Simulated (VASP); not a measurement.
# Mg (P6_3/mmc) in VASP: further runs

The runs below take Mg through single point, relaxation of the atoms, with PBE.

Everything below comes from runs of VASP 6.6.1. Logs are shortened: lines on timing, memory, paths and dates and some standing lists are left out, and cuts for length are marked.

**1. The cell of the first run**

It takes space group P6_3/mmc (No. 194, hexagonal). Conventional cell: a = 3.209 Å, b = 3.209 Å, c = 5.210 Å, α = 90.00°, β = 90.00°, γ = 120.00°. Within 4.2 Å of Mg (site symmetry -6m2) lie 12 Mg at 3.20 to 3.21 Å.

**2. Single point, PBE**

File INCAR:

```
PREC     = Accurate       # precision mode
ENCUT    = 520            # plane-wave cutoff, eV
EDIFF    = 1E-6           # SCF threshold, eV
ISMEAR   = -1             # smearing method
SIGMA    = 0.05           # smearing width, eV
LREAL    = False          # projectors in reciprocal space
LASPH    = True           # aspherical terms in the spheres
NELM     = 100            # most SCF steps
ALGO     = Normal         # electronic algorithm
ISIF     = 2              # what is computed and relaxed
LWAVE    = False          # write WAVECAR
LCHARG   = False          # write CHGCAR
GGA      = PE             # functional
NBANDS   = 9              # bands
```

File KPOINTS:

```
regular mesh
0
Gamma
  12 12 7
```

File POSCAR:

```
Mg
1.0
    3.2093000000      0.0000000000      0.0000000000
   -1.6046500000      2.7793353284      0.0000000000
    0.0000000000      0.0000000000      5.2103000000
Mg
2
Direct
    0.3333333333      0.6666666667      0.2500000000
    0.6666666667      0.3333333333      0.7500000000
```

Potentials or basis: VASP PAW PBE potentials, release 64 (Mg).

Run with:

```console
> cat potpaw_PBE.64/Mg/POTCAR > POTCAR
> mpirun -np 1 vasp_std > vasp.out
```

OUTCAR:

```text
PREC = Accurate
   ENCUT = 520
   EDIFF = 1E-6
   ISMEAR = -1
   LREAL = False
   LASPH = True
   NELM = 100
   ISIF = 2
   GGA = PE

 ion  position               nearest neighbor table
   1  0.333  0.667  0.250-   2 3.20   2 3.20   2 3.20   2 3.20   2 3.20   2 3.20
   2  0.667  0.333  0.750-   1 3.20   1 3.20   1 3.20   1 3.20   1 3.20   1 3.20

  LATTYP: Found a hexagonal cell.
 ALAT       =     3.2093000000
 C/A-ratio  =     1.6235004518

  Lattice vectors:

 A1 = (   3.2093000000,   0.0000000000,   0.0000000000)
 A2 = (  -1.6046500000,   2.7793353284,   0.0000000000)
 A3 = (   0.0000000000,   0.0000000000,   5.2103000000)

Analysis of symmetry for initial positions (statically):
=====================================================================
 Subroutine PRICEL returns:
 Original cell was already a primitive cell.

 Routine SETGRP: Setting up the symmetry group for a
 hexagonal supercell.

 Subroutine GETGRP returns: Found 24 space group operations
 (whereof 12 operations were pure point group operations)
 out of a pool of 24 trial point group operations.

The static configuration has the point symmetry D_3d.
 The point group associated with its full space group is D_6h.

Analysis of symmetry for dynamics (positions and initial velocities):
=====================================================================
 Subroutine PRICEL returns:
 Original cell was already a primitive cell.

 Routine SETGRP: Setting up the symmetry group for a
 hexagonal supercell.

 Subroutine GETGRP returns: Found 24 space group operations
 (whereof 12 operations were pure point group operations)
 out of a pool of 24 trial point group operations.

The dynamic configuration has the point symmetry D_3d.
 The point group associated with its full space group is D_6h.

 Subroutine INISYM returns: Found 24 space group operations
 (whereof 12 operations are pure point group operations),
 and found     1 'primitive' translations

----------------------------------------------------------------------------------------

                                     Primitive cell

  volume of cell :      46.4744

  direct lattice vectors                    reciprocal lattice vectors
     3.209300000  0.000000000  0.000000000     0.311594429  0.179899127  0.000000000
    -1.604650000  2.779335328  0.000000000     0.000000000  0.359798255  0.000000000
     0.000000000  0.000000000  5.210300000     0.000000000  0.000000000  0.191927528

  length of vectors
     3.209300000  3.209300000  5.210300000     0.359798255  0.359798255  0.191927528

  position of ions in fractional coordinates (direct lattice)
     0.333333333  0.666666667  0.250000000
     0.666666667  0.333333333  0.750000000

  ion indices of the primitive-cell ions
   primitive index   ion index
                 1           1
                 2           2

----------------------------------------------------------------------------------------

 KPOINTS: regular mesh

Automatic generation of k-mesh.
 Grid dimensions read from file:
 generate k-points for:   12   12    7

 Generating k-lattice:

  Cartesian coordinates                     Fractional coordinates (reciprocal lattice)
     0.025966202  0.014991594  0.000000000     0.083333333 -0.000000000  0.000000000
     0.000000000  0.029983188  0.000000000     0.000000000  0.083333333  0.000000000
     0.000000000  0.000000000  0.027418218     0.000000000  0.000000000  0.142857143

  Length of vectors
     0.029983188  0.029983188  0.027418218

  Shift w.r.t. Gamma in fractional coordinates (k-lattice)
     0.000000000  0.000000000  0.000000000

 Subroutine IBZKPT returns following result:
 ===========================================

 Found     76 irreducible k-points:

 Following reciprocal coordinates:
            Coordinates               Weight
  0.000000  0.000000  0.000000      1.000000
  0.083333  0.000000  0.000000      6.000000
  0.166667  0.000000  0.000000      6.000000
  0.250000  0.000000  0.000000      6.000000
  0.333333  0.000000  0.000000      6.000000
  0.416667  0.000000  0.000000      6.000000
[... 16 lines left out ...]
  0.250000  0.000000  0.142857     12.000000
  0.333333  0.000000  0.142857     12.000000
 [... further k-points ...]
   k-points           NKPTS =     76   k-points in BZ     NKDIM =     76   number of bands    NBANDS=      9
   number of dos      NEDOS =    301   number of ions     NIONS =      2
   total plane-waves  NPLWV =  23040
   dimension x,y,z NGX =    24 NGY =   24 NGZ =   40
   dimension x,y,z NGXF=    48 NGYF=   48 NGZF=   80
   ions per type =               2
   NGX,Y,Z   is equivalent  to a cutoff of  12.43, 12.43, 12.76 a.u.
   NGXF,Y,Z  is equivalent  to a cutoff of  24.86, 24.86, 25.53 a.u.
 SYSTEM =  unknown system
   PREC   = accura    normal or accurate (medium, high low for compatibility)
   ISTART =      0    job   : 0-new  1-cont  2-samecut
   ICHARG =      2    charge: 1-file 2-atom 10-const
   ISPIN  =      1    spin polarized calculation?
   LNONCOLLINEAR =      F non collinear calculations
   LSORBIT =      F    spin-orbit coupling
   LASPH  =      T    aspherical Exc in radial PAW
   ENCUT  =  520.0 eV  38.22 Ry    6.18 a.u.   5.97  5.97  9.69*2*pi/ulx,y,z
   NELM   =    100;   NELMIN=  2; NELMDL= -5     # of ELM steps
   EDIFF  = 0.1E-05   stopping-criterion for ELM
   LREAL  =      F    real-space projection
   EDIFFG = 0.1E-04   stopping-criterion for IOM
   NSW    =      0    number of steps for IOM
   IBRION =     -1    ionic relax: 0-MD 1-quasi-New 2-CG
   NFREE  =      0    steps in history (QN), initial steepest desc. (CG)
   ISIF   =      2    stress and relaxation
   ISYM   =      2    0-nonsym 1-usesym 2-fastsym
   POTIM  = 0.5000    time-step for ionic-motion
   TEBEG  =    0.0;   TEEND  =   0.0 temperature during run
   PSTRESS=    0.0 pullay stress
   NELECT =       4.0000    total number of electrons
   NUPDOWN=      -1.0000    fix difference up-down
   EMIN   =  10.00;   EMAX   =-10.00  energy-range for DOS
   EFERMI =   0.00;   METHOD = LEGACY
   ISMEAR =    -1;   SIGMA  =   0.05  broadening in eV -4-tet -1-fermi 0-gaus
   EFERMI_NEDOS =   21; number of points for ismear=-14 and -15
   IALGO  =     38    algorithm
   IMIX   =      4    mixing-type and parameters
     AMIX     =   0.40;   BMIX     =  1.00
     AMIX_MAG =   1.60;   BMIX_MAG =  1.00
  volume/ion in A,a.u.               =      23.24       156.81
  Fermi-wavevector in a.u.,A,eV,Ry     =   0.722809  1.365911  7.108401  0.522453
  Thomas-Fermi vector in A             =   1.812866
   LORBIT       =      0    0 simple, 1 ext, 2 COOP (PROOUT), +10 PAW based schemes
   GGA     = PE    functional components
   LHFCALC =     F    Hartree Fock is set to
   AEXX    =    0.0000 exact exchange contribution
   IVDW    =     0    specifies the selected vdW correction
   LEPSILON=     F    determine dielectric tensor
   LRPA    =     F    only Hartree local field effects (RPA)
 non-spin polarized calculation
  energy-cutoff  :      520.00
  volume of cell :       46.47
 maximum number of plane-waves:      1281
 NGX is ok and might be reduce to    24
   NGX = 11   NGY = 11   NGZ = 19

 number of electron       4.0000000 magnetization

 Free energy of the ion-electron system (eV)
  ---------------------------------------------------
  ext. energy  EPLUGINS =         0.00000000
  ---------------------------------------------------
  free energy    TOTEN  =        -3.01473468 eV

  energy without entropy =       -3.00724760  energy(sigma->0) =       -3.01099114

 E-fermi :   2.5165     XC(G=0):  -8.4537

 val. band max:        2.4825899933   @ k =   0.3333   0.1667   0.1429
 cond. band min:       2.5220235762   @ k =   0.2500   0.0833   0.0000
 fundamental gap:      0.0394335829
 Fermi energy:         2.5164891934

 k-point     1 :       0.0000    0.0000    0.0000
  band No.  band energies     occupation
      1      -4.3090      2.00000
      2       0.9070      2.00000
      3       1.3283      2.00000
      4      13.4391      0.00000
      5      13.4391      0.00000
      6      13.5283      0.00000
      7      13.5283      0.00000
      8      14.3312      0.00000
      9      15.8822      0.00000

 k-point     2 :       0.0833    0.0000    0.0000
  band No.  band energies     occupation
      1      -4.1734      2.00000
      2       1.0311      2.00000
      3       1.4603      2.00000
      4      11.1693      0.00000
      5      12.2312      0.00000
      6      13.0407      0.00000
      7      14.9236      0.00000
      8      15.1944      0.00000
      9      15.8254      0.00000

 k-point     3 :       0.1667    0.0000    0.0000
  band No.  band energies     occupation
      1      -3.7678      2.00000
      2       1.4034      2.00000
      3       1.8513      2.00000
      4       8.6618      0.00000
      5      11.2048      0.00000
      6      11.8371      0.00000
      7      13.3650      0.00000
      8      14.2243      0.00000
      9      15.7950      0.00000

 k-point     4 :       0.2500    0.0000    0.0000
  band No.  band energies     occupation
      1      -3.0956      2.00000
      2       2.0247      1.99989
      3       2.4788      1.36028
      4       6.3428      0.00000
      5      10.4075      0.00000
      6      10.5405      0.00000
      7      11.0288      0.00000
      8      12.6473      0.00000
      9      14.8925      0.00000
[... 205 lines left out ...]
 k-point    22 :       0.1667    0.0000    0.1429
  band No.  band energies     occupation
      1      -3.6550      2.00000
      2       0.2070      2.00000
      3       3.2408      0.00000
      4       8.7601      0.00000
      5      11.2996      0.00000
      6      11.6673      0.00000
      7      12.6630      0.00000
      8      14.2612      0.00000
      9      14.6205      0.00000

 k-point    23 :       0.2500    0.0000    0.1429
  band No.  band energies     occupation
      1      -2.9835      2.00000
      2       0.8476      2.00000
      3       3.8333      0.00000
      4       6.4591      0.00000
      5       9.7683      0.00000
      6      10.5027      0.00000
      7      11.3637      0.00000
      8      13.2401      0.00000
      9      13.8520      0.00000

 k-point    24 :       0.3333    0.0000    0.1429
  band No.  band energies     occupation
      1      -2.0513      2.00000
      2       1.7231      2.00000
      3       4.0070      0.00000
      4       5.0395      0.00000
      5       7.7902      0.00000
      6       9.9345      0.00000
      7      10.1307      0.00000
      8      11.8565      0.00000
      9      13.2755      0.00000

 [... further k-points ...]

------------------------ aborting loop because EDIFF is reached ----------------------------------------

  FORCE on cell =-STRESS in cart. coord.  units (eV):
  Direction    XX          YY          ZZ          XY          YZ          ZX
  --------------------------------------------------------------------------------------
  -------------------------------------------------------------------------------------
  Total       -0.0905344     -0.0905344     -0.3410548     -0.0000000     -0.0000000      0.0000000
  in kB       -3.1211181     -3.1211181    -11.7576549     -0.0000000     -0.0000000      0.0000000
  external PRESSURE =      -5.9999637 kB  Pullay stress =       0.0000000 kB

 VOLUME and BASIS-vectors are now :
 -----------------------------------------------------------------------------
  energy-cutoff  :      520.00
  volume of cell :       46.47
      direct lattice vectors                 reciprocal lattice vectors
     3.209300000  0.000000000  0.000000000     0.311594429  0.179899127  0.000000000
    -1.604650000  2.779335328  0.000000000     0.000000000  0.359798255  0.000000000
     0.000000000  0.000000000  5.210300000     0.000000000  0.000000000  0.191927528

 POSITION                                       TOTAL-FORCE (eV/Angst)
 -----------------------------------------------------------------------------------
     -0.00000      1.85289      1.30258         0.000000     -0.000000      0.000000
      1.60465      0.92645      3.90773        -0.000000      0.000000      0.000000
 -----------------------------------------------------------------------------------
    total drift:                                0.000000     -0.000000      0.000000

  FREE ENERGIE OF THE ION-ELECTRON SYSTEM (eV)
  ---------------------------------------------------
  free  energy   TOTEN  =        -3.0147346773 eV

  energy  without entropy=       -3.0072476049  energy(sigma->0) =       -3.01099114
```

Run time: 16 s. Hardware: 1 thread of AMD EPYC 7R13 (Zen 3), shared host; peak memory 0.14 GiB.

What came out:

```
Free energy            : -3.0147 eV
Pressure               : -0.6 GPa
Band gap on the k mesh : zero (bands 2 and 3 overlap by 2.24 eV)
```

**3. Relaxation of the atoms, PBE**

File INCAR:

```
ALGO = Normal
EDIFF = 1E-6
EDIFFG = -0.02
ENCUT = 520
GGA = PE
IBRION = 2
ISIF = 2
ISMEAR = -1
LASPH = True
LCHARG = False
LREAL = False
LWAVE = False
NELM = 60
NSW = 80
PREC = Accurate
SIGMA = 0.05
```

File KPOINTS:

```
k-points
0
Gamma
  12 12 7
```

POSCAR is that of step 2.

Potentials or basis: VASP PAW PBE potentials, release 64 (Mg).

Run with:

```console
> cat potpaw_PBE.64/Mg/POTCAR > POTCAR
> mpirun -np 1 vasp_std > vasp.out
```

It took 11 s on 1 thread of AMD EPYC 7R13 (Zen 3), shared host; peak memory 0.14 GiB.

The run converged. Its results:

- Free energy: -3.0147 eV
- Pressure after relaxing: -0.6 GPa
- Band gap on the k mesh: zero (bands 2 and 3 overlap by 2.24 eV)

Stress tensor (GPa, compression positive):
```
-0.31  0.00  0.00
 0.00 -0.31  0.00
 0.00  0.00 -1.18
```

Final structure:
```
CELL_PARAMETERS angstrom
3.20930 0.00000 0.00000
-1.60465 2.77934 0.00000
0.00000 0.00000 5.21030
ATOMIC_POSITIONS crystal
Mg 0.33333 0.66667 0.25000
Mg 0.66667 0.33333 0.75000
```

Levels at points of the mesh, in eV from the Fermi level:
```tsv
k point	band 1	band 2	band 3	band 4	band 5	band 6
(0.00, 0.00, 0.00)	-6.83	-1.61	-1.19	10.92	10.94	11.01
(0.50, 0.00, 0.00)	-2.07	-2.07	2.70	3.07	3.30	3.71
```

The gap in the log of VASP goes by the Fermi energy; the results here count the filled bands.